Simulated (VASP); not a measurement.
Here is a VASP 6.6.1 calculation.

The input INCAR:

```
SYSTEM = Y3LuO2
PREC     = Accurate       ! precision mode
ENCUT    = 520            ! plane-wave cutoff, eV
EDIFF    = 1E-6           ! SCF threshold, eV
ISMEAR   = 0              ! smearing method
SIGMA    = 0.1            ! smearing width, eV
LREAL    = .FALSE.        ! projectors in reciprocal space
LASPH    = .TRUE.         ! aspherical terms in the spheres
NELM     = 60             ! most SCF steps
ALGO     = Normal         ! electronic algorithm
ISIF     = 2              ! what is computed and relaxed
LWAVE    = .FALSE.        ! write WAVECAR
LCHARG   = .FALSE.        ! write CHGCAR
GGA      = PE             ! functional
NBANDS   = 44             ! bands
```

Contents of KPOINTS:

```
Automatic mesh
0
G
  3 3 3
  0 0 0
```

File POSCAR:

```
Y3LuO2
1.0
    3.6559550016      2.1107666043      3.0181476653
   -3.6559550016      2.1107666043      3.0181476653
    0.0000000000     -4.2215332086      3.0181476653
Y Lu O
3 1 2
Direct
    0.5000000000      0.5000000000      0.0000000000
    0.0000000000      0.5000000000      0.5000000000
    0.5000000000      0.0000000000      0.5000000000
    0.0000000000      0.0000000000      0.0000000000
    0.7581992105      0.7581992105      0.7581992105
    0.2418007895      0.2418007895      0.2418007895
```

Potentials or basis: VASP PAW PBE potentials, release 64 (Y_sv, Lu, O).

Launch:

```bash
$ cat potpaw_PBE.64/Y_sv/POTCAR potpaw_PBE.64/Lu/POTCAR potpaw_PBE.64/O/POTCAR > POTCAR
$ mpirun -np 1 vasp_std > vasp.out
```

Question: Estimate the largest force.

Answer: 0.071 eV/Å.

Question: What does it give for the pressure?

Answer: 0.2 GPa.

Question: Estimate the band gap on the k mesh.

Answer: Zero (band 35 reaches 3.55 eV, above the bottom of band 36 at 2.81 eV).

Forces in eV/Å, atoms in the order of the input:
```
Y    0.000  0.000  0.000
Y    0.000  0.000  0.000
Y    0.000  0.000  0.000
Lu   0.000  0.000  0.000
O    0.000  0.000 -0.071
O    0.000  0.000  0.071
```

Caveat: the k points lie up to 0.40 Å⁻¹ apart; spin-orbit coupling is left out, which moves the levels of the heavy elements.
